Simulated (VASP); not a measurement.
# Te2Pt (P-3m1) in VASP: single point with LDA

Aim: the single point of Te2Pt with LDA.

Program: VASP 6.6.1. These are calculated values, not measurements. Logs are shortened: lines on timing, memory, paths and dates and some standing lists are left out, and cuts for length are marked.

### Step 1. The cell of the first run

The structure is trigonal, space group P-3m1 (No. 164). Conventional cell: a = 3.845 Å, b = 3.845 Å, c = 4.869 Å, α = 90.00°, β = 90.00°, γ = 120.00°. Within 3.4 Å of Te (site symmetry 3m) lie 3 Pt at 2.56 Å and 6 Te at 3.20 to 3.39 Å. Pt (site symmetry -3m) has 6 Te at 2.56 Å within 3.4 Å.

### Step 2. Single point, LDA, collinear spin (20.78 Å³/atom)

File INCAR:

```
SYSTEM = Te2Pt
  PREC = Accurate
  ENCUT = 500
  EDIFF = 1E-6
  ISMEAR = 0
  SIGMA = 0.15
  LREAL = .FALSE.
  LASPH = .TRUE.
  NELM = 200
  ALGO = Normal
  ISIF = 2
  LWAVE = .FALSE.
  LCHARG = .FALSE.
  ISPIN = 2
  MAGMOM = 0 0 0.417
  LORBIT = 11
  NUPDOWN = 0.4167
  LMAXMIX = 4
  GGA = CA
  NBANDS = 22
  GGA_COMPAT = .FALSE.
```

File KPOINTS:

```
Automatic mesh
0
G
  12 12 10
  0 0 0
```

File POSCAR:

```
Te2Pt
1.0
    3.8447343263      0.0000000000      0.0000000000
   -1.9223671631      3.3296375974      0.0000000000
    0.0000000000      0.0000000000      4.8692457592
Te Pt
2 1
Direct
    0.3333333333      0.6666666667      0.2633098786
    0.6666666667      0.3333333333      0.7366901214
    0.0000000000      0.0000000000      0.0000000000
```

Potentials or basis: VASP PAW LDA potentials, release 64 (Te, Pt).

On the command line:

```sh
cat potpaw_LDA.64/Te/POTCAR potpaw_LDA.64/Pt/POTCAR > POTCAR
mpirun -np 1 vasp_std > vasp.out
```

OUTCAR:

```text
SYSTEM = Te2Pt
   PREC = Accurate
   ENCUT = 500
   EDIFF = 1E-6
   ISMEAR = 0
   LREAL = .FALSE.
   LASPH = .TRUE.
   NELM = 200
   ISIF = 2
   ISPIN = 2
   LORBIT = 11
   NUPDOWN = 0.4167
   GGA = CA

 ion  position               nearest neighbor table
   1  0.333  0.667  0.263-   3 2.56   3 2.56   3 2.56   2 3.20   2 3.20   2 3.20   2 3.39   2 3.39
                             2 3.39
   2  0.667  0.333  0.737-   3 2.56   3 2.56   3 2.56   1 3.20   1 3.20   1 3.20   1 3.39   1 3.39
                             1 3.39
   3  0.000  0.000  0.000-   1 2.56   2 2.56   1 2.56   2 2.56   2 2.56   1 2.56

  LATTYP: Found a hexagonal cell.
 ALAT       =     3.8447343263
 C/A-ratio  =     1.2664713205

  Lattice vectors:

 A1 = (   3.8447343263,   0.0000000000,   0.0000000000)
 A2 = (  -1.9223671631,   3.3296375974,   0.0000000000)
 A3 = (   0.0000000000,   0.0000000000,   4.8692457592)

Analysis of symmetry for initial positions (statically):
=====================================================================
 Subroutine PRICEL returns:
 Original cell was already a primitive cell.

 Routine SETGRP: Setting up the symmetry group for a
 hexagonal supercell.

 Subroutine GETGRP returns: Found 12 space group operations
 (whereof 12 operations were pure point group operations)
 out of a pool of 24 trial point group operations.

The static configuration has the point symmetry D_3d.

Analysis of symmetry for dynamics (positions and initial velocities):
=====================================================================
 Subroutine PRICEL returns:
 Original cell was already a primitive cell.

 Routine SETGRP: Setting up the symmetry group for a
 hexagonal supercell.

 Subroutine GETGRP returns: Found 12 space group operations
 (whereof 12 operations were pure point group operations)
 out of a pool of 24 trial point group operations.

The dynamic configuration has the point symmetry D_3d.

Analysis of structural, dynamic, and magnetic symmetry:
=====================================================================
 Subroutine PRICEL returns:
 Original cell was already a primitive cell.

 Routine SETGRP: Setting up the symmetry group for a
 hexagonal supercell.

 Subroutine GETGRP returns: Found 12 space group operations
 (whereof 12 operations were pure point group operations)
 out of a pool of 24 trial point group operations.

The overall configuration has the point symmetry D_3d.

 Subroutine INISYM returns: Found 12 space group operations
 (whereof 12 operations are pure point group operations),
 and found     1 'primitive' translations

----------------------------------------------------------------------------------------

                                     Primitive cell

  volume of cell :      62.3340

  direct lattice vectors                    reciprocal lattice vectors
     3.844734326  0.000000000  0.000000000     0.260095995  0.150166493  0.000000000
    -1.922367163  3.329637597  0.000000000     0.000000000  0.300332985  0.000000000
     0.000000000  0.000000000  4.869245759     0.000000000  0.000000000  0.205370616

  length of vectors
     3.844734326  3.844734326  4.869245759     0.300332985  0.300332985  0.205370616

  position of ions in fractional coordinates (direct lattice)
     0.333333333  0.666666667  0.263309879
     0.666666667  0.333333333  0.736690121
     0.000000000  0.000000000  0.000000000

  ion indices of the primitive-cell ions
   primitive index   ion index
                 1           1
                 2           2
                 3           3

----------------------------------------------------------------------------------------

 KPOINTS: Automatic mesh

Automatic generation of k-mesh.
 Grid dimensions read from file:
 generate k-points for:   12   12   10

 Generating k-lattice:

  Cartesian coordinates                     Fractional coordinates (reciprocal lattice)
     0.021674666  0.012513874  0.000000000     0.083333333 -0.000000000  0.000000000
     0.000000000  0.025027749  0.000000000     0.000000000  0.083333333  0.000000000
     0.000000000  0.000000000  0.020537062     0.000000000  0.000000000  0.100000000

  Length of vectors
     0.025027749  0.025027749  0.020537062

  Shift w.r.t. Gamma in fractional coordinates (k-lattice)
     0.000000000  0.000000000  0.000000000

 Subroutine IBZKPT returns following result:
 ===========================================

 Found    162 irreducible k-points:

 Following reciprocal coordinates:
            Coordinates               Weight
  0.000000  0.000000  0.000000      1.000000
  0.083333 -0.000000  0.000000      6.000000
  0.166667 -0.000000  0.000000      6.000000
  0.250000  0.000000  0.000000      6.000000
  0.333333  0.000000  0.000000      6.000000
  0.416667 -0.000000  0.000000      6.000000
[... 16 lines left out ...]
  0.166667 -0.000000  0.100000      6.000000
  0.000000  0.166667  0.100000      6.000000
 [... further k-points ...]
   k-points           NKPTS =    162   k-points in BZ     NKDIM =    162   number of bands    NBANDS=     22
   number of dos      NEDOS =    301   number of ions     NIONS =      3
   total plane-waves  NPLWV =  28224
   dimension x,y,z NGX =    28 NGY =   28 NGZ =   36
   dimension x,y,z NGXF=    56 NGYF=   56 NGZF=   72
   ions per type =               2   1
   NGX,Y,Z   is equivalent  to a cutoff of  12.11, 12.11, 12.29 a.u.
   NGXF,Y,Z  is equivalent  to a cutoff of  24.21, 24.21, 24.58 a.u.
 SYSTEM =  Te2Pt
   PREC   = accura    normal or accurate (medium, high low for compatibility)
   ISTART =      0    job   : 0-new  1-cont  2-samecut
   ICHARG =      2    charge: 1-file 2-atom 10-const
   ISPIN  =      2    spin polarized calculation?
   LNONCOLLINEAR =      F non collinear calculations
   LSORBIT =      F    spin-orbit coupling
   LASPH  =      T    aspherical Exc in radial PAW
   ENCUT  =  500.0 eV  36.75 Ry    6.06 a.u.   7.01  7.01  8.88*2*pi/ulx,y,z
   NELM   =    200;   NELMIN=  2; NELMDL= -5     # of ELM steps
   EDIFF  = 0.1E-05   stopping-criterion for ELM
   LREAL  =      F    real-space projection
   EDIFFG = 0.1E-04   stopping-criterion for IOM
   NSW    =      0    number of steps for IOM
   IBRION =     -1    ionic relax: 0-MD 1-quasi-New 2-CG
   NFREE  =      0    steps in history (QN), initial steepest desc. (CG)
   ISIF   =      2    stress and relaxation
   ISYM   =      2    0-nonsym 1-usesym 2-fastsym
   POTIM  = 0.5000    time-step for ionic-motion
   TEBEG  =    0.0;   TEEND  =   0.0 temperature during run
   PSTRESS=    0.0 pullay stress
   NELECT =      22.0000    total number of electrons
   NUPDOWN=       0.4167    fix difference up-down
   EMIN   =  10.00;   EMAX   =-10.00  energy-range for DOS
   EFERMI =   0.00;   METHOD = LEGACY
   ISMEAR =     0;   SIGMA  =   0.15  broadening in eV -4-tet -1-fermi 0-gaus
   EFERMI_NEDOS =   21; number of points for ismear=-14 and -15
   IALGO  =     38    algorithm
   IMIX   =      4    mixing-type and parameters
     AMIX     =   0.40;   BMIX     =  1.00
     AMIX_MAG =   1.60;   BMIX_MAG =  1.00
  volume/ion in A,a.u.               =      20.78       140.22
  Fermi-wavevector in a.u.,A,eV,Ry     =   1.156931  2.186282 18.211248  1.338489
  Thomas-Fermi vector in A             =   2.293547
   LORBIT       =     11    0 simple, 1 ext, 2 COOP (PROOUT), +10 PAW based schemes
   GGA     = CA    functional components
   LHFCALC =     F    Hartree Fock is set to
   AEXX    =    0.0000 exact exchange contribution
   IVDW    =     0    specifies the selected vdW correction
   LEPSILON=     F    determine dielectric tensor
   LRPA    =     F    only Hartree local field effects (RPA)
 spin polarized calculation
 Gauss-broadening in eV      SIGMA  =   0.15
  energy-cutoff  :      500.00
  volume of cell :       62.33
 maximum number of plane-waves:      1608
   NGX = 13   NGY = 13   NGZ = 17

 number of electron      22.0000002 magnetization       0.4167000

 Free energy of the ion-electron system (eV)
  ---------------------------------------------------
  ext. energy  EPLUGINS =         0.00000000
  ---------------------------------------------------
  free energy    TOTEN  =       -15.76987143 eV

  energy without entropy =      -15.75775081  energy(sigma->0) =      -15.76381112

 E-fermi :  10.7177     XC(G=0): -11.5244

 val. band max:       11.5963391347   @ k =  -0.0833   0.2500   0.3000
 cond. band min:      10.7223749841   @ k =   0.0000   0.4167   0.4000
 fundamental gap:     -0.8739641506
 Fermi energy:        11.5983399101

 spin component 1

 k-point     1 :       0.0000    0.0000    0.0000
  band No.  band energies     occupation
      1      -4.3895      1.00000
      2       0.3125      1.00000
      3       3.1007      1.00000
      4       4.2501      1.00000
      5       4.2501      1.00000
      6       6.5437      1.00000
[... 14 lines left out ...]
     21      21.4124      0.00000
     22      21.4124      0.00000
[... 552 lines left out ...]
  band No.  band energies     occupation
      1      -3.9683      1.00000
      2      -0.1863      1.00000
      3       3.4953      1.00000
      4       4.4120      1.00000
      5       4.8273      1.00000
      6       6.1317      1.00000
[... 14 lines left out ...]
     21      21.9079      0.00000
     22      22.5564      0.00000

 [... further k-points ...]

 spin component 2

 k-point     1 :       0.0000    0.0000    0.0000
  band No.  band energies     occupation
      1      -4.3174      1.00000
      2       0.3852      1.00000
      3       3.1781      1.00000
      4       4.3271      1.00000
      5       4.3271      1.00000
      6       6.6104      1.00000
[... 14 lines left out ...]
     21      21.4875      0.00000
     22      21.4875      0.00000
[... 552 lines left out ...]
  band No.  band energies     occupation
      1      -3.8959      1.00000
      2      -0.1122      1.00000
      3       3.5724      1.00000
      4       4.4913      1.00000
      5       4.8966      1.00000
      6       6.2069      1.00000
[... 14 lines left out ...]
     21      21.9782      0.00000
     22      22.6361      0.00000

 [... further k-points ...]

------------------------ aborting loop because EDIFF is reached ----------------------------------------

  FORCE on cell =-STRESS in cart. coord.  units (eV):
  Direction    XX          YY          ZZ          XY          YZ          ZX
  --------------------------------------------------------------------------------------
  -------------------------------------------------------------------------------------
  Total        9.3695792      9.3695792      7.1403155      0.0000000      0.0000000     -0.0000000
  in kB      240.8272749    240.8272749    183.5282772      0.0000000      0.0000000     -0.0000000
  external PRESSURE =     221.7276090 kB  Pullay stress =       0.0000000 kB

 VOLUME and BASIS-vectors are now :
 -----------------------------------------------------------------------------
  energy-cutoff  :      500.00
  volume of cell :       62.33
      direct lattice vectors                 reciprocal lattice vectors
     3.844734326  0.000000000  0.000000000     0.260095995  0.150166493  0.000000000
    -1.922367163  3.329637597  0.000000000     0.000000000  0.300332985  0.000000000
     0.000000000  0.000000000  4.869245759     0.000000000  0.000000000  0.205370616

 POSITION                                       TOTAL-FORCE (eV/Angst)
 -----------------------------------------------------------------------------------
     -0.00000      2.21976      1.28212         0.000000     -0.000000      1.721712
      1.92237      1.10988      3.58713        -0.000000      0.000000     -1.721712
      0.00000      0.00000      0.00000         0.000000      0.000000      0.000000
 -----------------------------------------------------------------------------------
    total drift:                                0.000000      0.000000      0.000000

  FREE ENERGIE OF THE ION-ELECTRON SYSTEM (eV)
  ---------------------------------------------------
  free  energy   TOTEN  =       -15.7698714266 eV

  energy  without entropy=      -15.7577508111  energy(sigma->0) =      -15.76381112

 total charge

# of ion       s       p       d       tot
------------------------------------------
    1        1.401   1.957   0.119   3.477
    2        1.401   1.957   0.119   3.477
    3        0.759   0.829   8.254   9.842
--------------------------------------------------
tot          3.561   4.743   8.491  16.795

 magnetization (x)

# of ion       s       p       d       tot
------------------------------------------
    1        0.014   0.063   0.006   0.083
    2        0.014   0.063   0.006   0.083
    3        0.004   0.017   0.113   0.134
--------------------------------------------------
tot          0.031   0.143   0.126   0.300
```

Run time: 8.2 min. Hardware: 1 thread of Oxide Virtual Turin-like, shared host; peak memory 0.37 GiB.

Results:

| Item | Value |
| --- | --- |
| Free energy | -15.7699 eV |
| Pressure | 22.2 GPa |
| Largest force | 1.722 eV/Å |
| Net moment | 0.42 μB per cell |
| Site moments | Te +0.08; Pt +0.13 μB |
| Valence electrons inside the program's atomic spheres | Te 3.48; Pt 9.84 |

Forces in eV/Å, atoms in the order of the input:
```
Te   0.000  0.000  1.722
Te   0.000  0.000 -1.722
Pt   0.000  0.000  0.000
```

Caveat: the stress differs along the axes, from 18 to 24 GPa; spin-orbit coupling is left out, which moves the levels of the heavy elements; the total moment is fixed, so each spin has its own Fermi level and the state may be an excited one; forces of over 1 eV/Å act on the atoms, so gaps and moduli don't describe the material at rest.
